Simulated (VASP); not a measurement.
# NaI (Fm-3m) in VASP: a series of runs

NaI is run at these levels: r2SCAN, HSE06; tasks: single point.

Program: VASP 6.6.1. These are calculated values, not measurements. Logs are shortened: lines on timing, memory, paths and dates and some standing lists are left out, and cuts for length are marked.

## 1. The cell of the first run

Symmetry: Fm-3m, No. 225, cubic system. Conventional cell: a = 6.459 Å, b = 6.459 Å, c = 6.459 Å, α = 90.00°, β = 90.00°, γ = 90.00°. Na (site symmetry m-3m) has 6 I at 3.23 Å within 4.2 Å. Within 4.2 Å of I (site symmetry m-3m) lie 6 Na at 3.23 Å.

## 2. Single point, r2SCAN

POSCAR reads:

```
NaI
1.0
    0.0000000000      3.2297205894      3.2297205894
    3.2297205894      0.0000000000      3.2297205894
    3.2297205894      3.2297205894      0.0000000000
Na I
1 1
Direct
    0.0000000000      0.0000000000      0.0000000000
    0.5000000000      0.5000000000      0.5000000000
```

INCAR.step1 reads:

```
SYSTEM = NaI
PREC = Accurate
ENCUT = 520
ISMEAR = 0
SIGMA = 0.01
LREAL = .FALSE.
LASPH = .TRUE.
NELM = 80
NBANDS = 14
GGA = PE
ALGO = Normal
EDIFF = 1E-4
LWAVE = .TRUE.
LCHARG = .FALSE.
```

INCAR.step2 reads:

```
SYSTEM = NaI
PREC = Accurate
ENCUT = 520
EDIFF = 1E-7
ISMEAR = 0
SIGMA = 0.01
LREAL = .FALSE.
LASPH = .TRUE.
NELM = 80
ALGO = Normal
ISIF = 2
LWAVE = .FALSE.
LCHARG = .FALSE.
METAGGA = R2SCAN
LMIXTAU = .TRUE.
NBANDS = 14
ISTART = 1
```

KPOINTS reads:

```
Automatic mesh
0
G
  6 6 6
  0 0 0
```

Potentials or basis: VASP PAW PBE potentials, release 64 (Na_pv, I).

Run with:

```
cat potpaw_PBE.64/Na_pv/POTCAR potpaw_PBE.64/I/POTCAR > POTCAR
cp INCAR.step1 INCAR
mpirun -np 1 vasp_std > vasp.out
cp INCAR.step2 INCAR
mpirun -np 1 vasp_std > vasp.out
```

OUTCAR:

```text
SYSTEM = NaI
   PREC = Accurate
   ENCUT = 520
   EDIFF = 1E-7
   ISMEAR = 0
   LREAL = .FALSE.
   LASPH = .TRUE.
   NELM = 80
   ISIF = 2
   METAGGA = R2SCAN
   ISTART = 1

 ion  position               nearest neighbor table
   1  0.000  0.000  0.000-
   2  0.500  0.500  0.500-

  LATTYP: Found a face centered cubic cell.
 ALAT       =     6.4594411788

  Lattice vectors:

 A1 = (   0.0000000000,   3.2297205894,   3.2297205894)
 A2 = (   3.2297205894,   0.0000000000,   3.2297205894)
 A3 = (   3.2297205894,   3.2297205894,   0.0000000000)

Analysis of symmetry for initial positions (statically):
=====================================================================
 Subroutine PRICEL returns:
 Original cell was already a primitive cell.

 Routine SETGRP: Setting up the symmetry group for a
 face centered cubic supercell.

 Subroutine GETGRP returns: Found 48 space group operations
 (whereof 48 operations were pure point group operations)
 out of a pool of 48 trial point group operations.

The static configuration has the point symmetry O_h .

Analysis of symmetry for dynamics (positions and initial velocities):
=====================================================================
 Subroutine PRICEL returns:
 Original cell was already a primitive cell.

 Routine SETGRP: Setting up the symmetry group for a
 face centered cubic supercell.

 Subroutine GETGRP returns: Found 48 space group operations
 (whereof 48 operations were pure point group operations)
 out of a pool of 48 trial point group operations.

The dynamic configuration has the point symmetry O_h .

 Subroutine INISYM returns: Found 48 space group operations
 (whereof 48 operations are pure point group operations),
 and found     1 'primitive' translations

----------------------------------------------------------------------------------------

                                     Primitive cell

  volume of cell :      67.3790

  direct lattice vectors                    reciprocal lattice vectors
     0.000000000  3.229720589  3.229720589    -0.154812154  0.154812154  0.154812154
     3.229720589  0.000000000  3.229720589     0.154812154 -0.154812154  0.154812154
     3.229720589  3.229720589  0.000000000     0.154812154  0.154812154 -0.154812154

  length of vectors
     4.567514660  4.567514660  4.567514660     0.268142516  0.268142516  0.268142516

  position of ions in fractional coordinates (direct lattice)
     0.000000000  0.000000000  0.000000000
     0.500000000  0.500000000  0.500000000

  ion indices of the primitive-cell ions
   primitive index   ion index
                 1           1
                 2           2

----------------------------------------------------------------------------------------

 KPOINTS: Automatic mesh

Automatic generation of k-mesh.
 Grid dimensions read from file:
 generate k-points for:    6    6    6

 Generating k-lattice:

  Cartesian coordinates                     Fractional coordinates (reciprocal lattice)
    -0.025802026  0.025802026  0.025802026     0.166666667  0.000000000  0.000000000
     0.025802026 -0.025802026  0.025802026     0.000000000  0.166666667  0.000000000
     0.025802026  0.025802026 -0.025802026     0.000000000  0.000000000  0.166666667

  Length of vectors
     0.044690419  0.044690419  0.044690419

  Shift w.r.t. Gamma in fractional coordinates (k-lattice)
     0.000000000  0.000000000  0.000000000

 Subroutine IBZKPT returns following result:
 ===========================================

 Found     16 irreducible k-points:

 Following reciprocal coordinates:
            Coordinates               Weight
  0.000000  0.000000  0.000000      1.000000
  0.166667  0.000000  0.000000      8.000000
  0.333333  0.000000  0.000000      8.000000
  0.500000  0.000000  0.000000      4.000000
  0.166667  0.166667  0.000000      6.000000
  0.333333  0.166667  0.000000     24.000000
[... 8 lines left out ...]
 -0.333333  0.333333  0.166667     24.000000
 -0.333333  0.500000  0.166667     12.000000
   k-points           NKPTS =     16   k-points in BZ     NKDIM =     16   number of bands    NBANDS=     14
   number of dos      NEDOS =    301   number of ions     NIONS =      2
   total plane-waves  NPLWV =  46656
   dimension x,y,z NGX =    36 NGY =   36 NGZ =   36
   dimension x,y,z NGXF=    72 NGYF=   72 NGZF=   72
   ions per type =               1   1
   NGX,Y,Z   is equivalent  to a cutoff of  13.10, 13.10, 13.10 a.u.
   NGXF,Y,Z  is equivalent  to a cutoff of  26.21, 26.21, 26.21 a.u.
 SYSTEM =  NaI
   PREC   = accura    normal or accurate (medium, high low for compatibility)
   ISTART =      1    job   : 0-new  1-cont  2-samecut
   ICHARG =      0    charge: 1-file 2-atom 10-const
   ISPIN  =      1    spin polarized calculation?
   LNONCOLLINEAR =      F non collinear calculations
   LSORBIT =      F    spin-orbit coupling
   LASPH  =      T    aspherical Exc in radial PAW
   ENCUT  =  520.0 eV  38.22 Ry    6.18 a.u.   8.49  8.49  8.49*2*pi/ulx,y,z
   NELM   =     80;   NELMIN=  2; NELMDL=  0     # of ELM steps
   EDIFF  = 0.1E-06   stopping-criterion for ELM
   LREAL  =      F    real-space projection
   EDIFFG = 0.1E-05   stopping-criterion for IOM
   NSW    =      0    number of steps for IOM
   IBRION =     -1    ionic relax: 0-MD 1-quasi-New 2-CG
   NFREE  =      0    steps in history (QN), initial steepest desc. (CG)
   ISIF   =      2    stress and relaxation
   ISYM   =      2    0-nonsym 1-usesym 2-fastsym
   POTIM  = 0.5000    time-step for ionic-motion
   TEBEG  =    0.0;   TEEND  =   0.0 temperature during run
   PSTRESS=    0.0 pullay stress
   NELECT =      14.0000    total number of electrons
   NUPDOWN=      -1.0000    fix difference up-down
   EMIN   =  10.00;   EMAX   =-10.00  energy-range for DOS
   EFERMI =   0.00;   METHOD = LEGACY
   ISMEAR =     0;   SIGMA  =   0.01  broadening in eV -4-tet -1-fermi 0-gaus
   EFERMI_NEDOS =   21; number of points for ismear=-14 and -15
   IALGO  =     38    algorithm
   IMIX   =      4    mixing-type and parameters
     AMIX     =   0.40;   BMIX     =  1.00
     AMIX_MAG =   1.60;   BMIX_MAG =  1.00
  volume/ion in A,a.u.               =      33.69       227.35
  Fermi-wavevector in a.u.,A,eV,Ry     =   0.969637  1.832348 12.792145  0.940196
  Thomas-Fermi vector in A             =   2.099706
   LORBIT       =      0    0 simple, 1 ext, 2 COOP (PROOUT), +10 PAW based schemes
   METAGGA = R2SCAN    functional components
   LHFCALC =     F    Hartree Fock is set to
   AEXX    =    0.0000 exact exchange contribution
   IVDW    =     0    specifies the selected vdW correction
   LEPSILON=     F    determine dielectric tensor
   LRPA    =     F    only Hartree local field effects (RPA)
 non-spin polarized calculation
 Gauss-broadening in eV      SIGMA  =   0.01
  energy-cutoff  :      520.00
  volume of cell :       67.38
 maximum number of plane-waves:      1837
 NGX is ok and might be reduce to    36
   NGX = 17   NGY = 17   NGZ = 17

 number of electron      13.9999994 magnetization

 Free energy of the ion-electron system (eV)
  ---------------------------------------------------
  ext. energy  EPLUGINS =         0.00000000
  ---------------------------------------------------
  free energy    TOTEN  =       -31.08576001 eV

  energy without entropy =      -31.08576001  energy(sigma->0) =      -31.08576001

 E-fermi :   0.6351     XC(G=0):  -8.0952

 val. band max:        0.5234269660   @ k =   0.0000   0.0000   0.0000
 cond. band min:       4.9812805014   @ k =   0.0000   0.0000   0.0000
 fundamental gap:      4.4578535355
 Fermi energy:         0.6351041471

 k-point     1 :       0.0000    0.0000    0.0000
  band No.  band energies     occupation
      1     -22.7213      2.00000
      2     -22.7210      2.00000
      3     -22.7210      2.00000
      4     -10.8386      2.00000
      5       0.5234      2.00000
      6       0.5234      2.00000
      7       0.5234      2.00000
      8       4.9813      0.00000
      9       8.9979      0.00000
     10       8.9980      0.00000
     11       8.9980      0.00000
     12      10.8599      0.00000
     13      10.8599      0.00000
     14      11.6458      0.00000

 k-point     2 :       0.1667    0.0000    0.0000
  band No.  band energies     occupation
      1     -22.7223      2.00000
      2     -22.7213      2.00000
      3     -22.7211      2.00000
      4     -10.7588      2.00000
      5      -0.1930      2.00000
      6       0.4431      2.00000
      7       0.4431      2.00000
      8       5.7645      0.00000
      9       8.5436      0.00000
     10       9.2188      0.00000
     11       9.2188      0.00000
     12      10.4102      0.00000
     13      10.4103      0.00000
     14      12.2606      0.00000

 k-point     3 :       0.3333    0.0000    0.0000
  band No.  band energies     occupation
      1     -22.7250      2.00000
      2     -22.7214      2.00000
      3     -22.7212      2.00000
      4     -10.5893      2.00000
      5      -1.2470      2.00000
      6       0.2928      2.00000
      7       0.2928      2.00000
      8       6.2833      0.00000
      9       8.8503      0.00000
     10       8.8504      0.00000
     11       9.3546      0.00000
     12      11.4822      0.00000
     13      11.4822      0.00000
     14      11.5537      0.00000
[... 188 lines left out ...]
 k-point    15 :      -0.3333    0.3333    0.1667
  band No.  band energies     occupation
      1     -22.7247      2.00000
      2     -22.7233      2.00000
      3     -22.7221      2.00000
      4     -10.4291      2.00000
      5      -1.2221      2.00000
      6      -0.6785      2.00000
      7      -0.1392      2.00000
      8       7.2795      0.00000
      9       7.7901      0.00000
     10       9.0431      0.00000
     11       9.7403      0.00000
     12      11.7342      0.00000
     13      13.2599      0.00000
     14      14.2129      0.00000

 k-point    16 :      -0.3333    0.5000    0.1667
  band No.  band energies     occupation
      1     -22.7244      2.00000
      2     -22.7233      2.00000
      3     -22.7228      2.00000
      4     -10.4073      2.00000
      5      -1.1907      2.00000
      6      -0.6113      2.00000
      7      -0.3735      2.00000
      8       6.6266      0.00000
      9       7.5332      0.00000
     10       9.7735      0.00000
     11       9.9299      0.00000
     12      13.1513      0.00000
     13      13.9176      0.00000
     14      13.9610      0.00000

------------------------ aborting loop because EDIFF is reached ----------------------------------------

  FORCE on cell =-STRESS in cart. coord.  units (eV):
  Direction    XX          YY          ZZ          XY          YZ          ZX
  --------------------------------------------------------------------------------------
  -------------------------------------------------------------------------------------
  Total       -0.0326544     -0.0326544     -0.0326544     -0.0000000     -0.0000000      0.0000000
  in kB       -0.7764756     -0.7764756     -0.7764756     -0.0000000     -0.0000000      0.0000000
  external PRESSURE =      -0.7764756 kB  Pullay stress =       0.0000000 kB

 VOLUME and BASIS-vectors are now :
 -----------------------------------------------------------------------------
  energy-cutoff  :      520.00
  volume of cell :       67.38
      direct lattice vectors                 reciprocal lattice vectors
     0.000000000  3.229720589  3.229720589    -0.154812154  0.154812154  0.154812154
     3.229720589  0.000000000  3.229720589     0.154812154 -0.154812154  0.154812154
     3.229720589  3.229720589  0.000000000     0.154812154  0.154812154 -0.154812154

 POSITION                                       TOTAL-FORCE (eV/Angst)
 -----------------------------------------------------------------------------------
      0.00000      0.00000      0.00000         0.000000      0.000000     -0.000000
      3.22972      3.22972      3.22972        -0.000000     -0.000000      0.000000
 -----------------------------------------------------------------------------------
    total drift:                                0.000000      0.000000      0.000000

  FREE ENERGIE OF THE ION-ELECTRON SYSTEM (eV)
  ---------------------------------------------------
  free  energy   TOTEN  =       -31.0857600058 eV

  energy  without entropy=      -31.0857600058  energy(sigma->0) =      -31.08576001
```

Run time: 38 s. Hardware: 1 thread of Intel Xeon 6975P-C (Granite Rapids), shared host; peak memory 0.22 GiB.

Results:

- Free energy: -31.0858 eV
- Pressure: -0.1 GPa
- Band gap on the k mesh: 4.46 eV

Caveat: the PAW data sets were made with another functional, which shifts forces and pressure a little; spin-orbit coupling is left out, which moves the levels of the heavy elements.

## 3. Single point, HSE06

POSCAR is that of step 2.

INCAR.step1 reads:

```
  PREC = Accurate
  ENCUT = 520
  EDIFF = 1E-5
  ISMEAR = 0
  SIGMA = 0.01
  LREAL = F
  LASPH = T
  NELM = 100
  ALGO = Normal
  ISIF = 2
  LWAVE = T
  GGA = PE
  NBANDS = 14
```

INCAR.step2 reads:

```
  PREC = Accurate
  ENCUT = 520
  EDIFF = 1E-6
  ISMEAR = 0
  SIGMA = 0.01
  LREAL = F
  LASPH = T
  NELM = 100
  ALGO = Normal
  ISIF = 2
  LWAVE = F
  LCHARG = T
  GGA = PE
  LHFCALC = T
  HFSCREEN = 0.2079
  PRECFOCK = Normal
  LELF = T
  LVHAR = T
  ISTART = 1
  NBANDS = 14
```

KPOINTS reads:

```
regular mesh
0
Gamma
  4 4 4
```

Potentials or basis: VASP PAW PBE potentials, release 64 (Na_pv, I).

Run with:

```
cat potpaw_PBE.64/Na_pv/POTCAR potpaw_PBE.64/I/POTCAR > POTCAR
cp INCAR.step1 INCAR
mpirun -np 1 vasp_std > vasp.out
cp INCAR.step2 INCAR
mpirun -np 1 vasp_std > vasp.out
```

Run time: 3.5 min. Hardware: 1 thread of Intel Xeon 6975P-C (Granite Rapids), shared host; peak memory 0.31 GiB.

It converged, with:

| Quantity | Value |
| --- | --- |
| Free energy | -6.2553 eV |
| Pressure | 0.3 GPa |
| Band gap on the k mesh | 4.67 eV |

Levels at points of the mesh, in eV from the valence-band top:
| k point | band 4 | band 5 | band 6 | band 7 | band 8 | band 9 | band 10 | band 11 |
| --- | --- | --- | --- | --- | --- | --- | --- | --- |
| (0.00, 0.00, 0.00) | -11.98 | 0.00 | 0.00 | 0.00 | 4.67 | 9.01 | 9.01 | 9.01 |
| (0.50, 0.00, 0.00) | -11.62 | -2.35 | -0.31 | -0.31 | 6.07 | 8.54 | 8.54 | 10.08 |
| (0.50, 0.50, 0.00) | -11.52 | -2.07 | -0.81 | -0.81 | 5.53 | 6.50 | 11.13 | 12.65 |

Caveat: the k points lie up to 0.42 Å⁻¹ apart; the PAW data sets were made with another functional, which shifts forces and pressure a little; spin-orbit coupling is left out, which moves the levels of the heavy elements.
